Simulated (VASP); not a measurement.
Runs of VASP 6.6.1 on La. The structure is that of space group P6_3/mmc (No. 194), or close to it. The cells are those of the table. 

```csv
task,level,potentials or basis,cell,k mesh,k mesh for the DOS,occupations for the DOS,gap on the mesh (eV),pressure (GPa)
single point,LDA,"VASP PAW LDA potentials, release 64 (La)","a = 3.725, b = 3.725, c = 6.029 Å, angles 90.0, 90.0, 120.0°, 2 atoms",8 × 8 × 5,-,-,none,-2.4
single point,PBEsol,"VASP PAW PBE potentials, release 64 (La)","a = 3.122, b = 3.122, c = 5.383 Å, angles 90.0, 90.0, 120.0°, 2 atoms",8 × 8 × 5,-,-,none,20.4
single point,PBEsol,"VASP PAW PBE potentials, release 64 (La)","a = 3.775, b = 3.775, c = 6.110 Å, angles 90.0, 90.0, 120.0°, 2 atoms",8 × 8 × 5,-,-,none,(b)
single point,PBEsol,"VASP PAW PBE potentials, release 64 (La)","a = 3.824, b = 3.824, c = 6.189 Å, angles 90.0, 90.0, 120.0°, 2 atoms",8 × 8 × 5,-,-,none,-2.7
single point,r2SCAN,"VASP PAW PBE potentials, release 64 (La)","a = 3.699, b = 3.699, c = 5.988 Å, angles 90.0, 90.0, 120.0°, 2 atoms",8 × 8 × 5,-,-,none,2.0
single point,PBEsol,"VASP PAW PBE potentials, release 64 (La)","a = 3.033, b = 3.033, c = 5.201 Å, angles 90.0, 90.0, 120.0°, 2 atoms",8 × 8 × 5,-,-,none,(a)
```

Alike in all rows: no spin polarisation; cutoff (eV) 520; smearing fermi-dirac 0.05 eV.

Problem. Fill in the values left out.

Solution. (a) 30.4; (b) -1.9.

Caveats: spin-orbit coupling is left out, which moves the levels of the heavy elements; the PAW data sets were made with another functional, which shifts forces and pressure a little (some runs).

A k mesh can miss the band edges, and the runs leave out spin-orbit coupling on La.

A gap of «none» marks levels without a gap at the run's occupations.
